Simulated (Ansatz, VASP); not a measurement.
## Two plane-wave programs on Al

```
Al
1.0
     2.82929    0.00000    0.00000
    -1.41465    2.45024    0.00000
     0.00000    0.00000    9.43966
Al
4
Direct
  0.00000 0.00000 0.00000
  0.33333 0.66667 0.25000
  0.00000 0.00000 0.50000
  0.66667 0.33333 0.75000
```

Alike in both runs: task single point; functional PBE; dispersion D3(BJ); k mesh 18 × 18 × 6; occupations gaussian, width 0.15 eV; no spin polarisation.

|  | VASP | Ansatz |
| --- | --- | --- |
| version | VASP 6.6.1 | Ansatz 0.2.0 |
| potentials or method | VASP PAW PBE potentials, release 64 (Al), cutoff 520 eV | scalar-relativistic, plane waves, PAW |
| valence electrons in the cell | 12 | 12 |

```tsv
	VASP	Ansatz	Ansatz less VASP
gap on the k mesh at the Fermi level (eV)	none	none	-
pressure (GPa)	-2.5	-2.5	+0.03
traceless stress, the component that is largest in VASP (GPa)	-1.11	-1.11	-0.005
```

A gap of «none» marks a metal or a gap that the smearing closes.
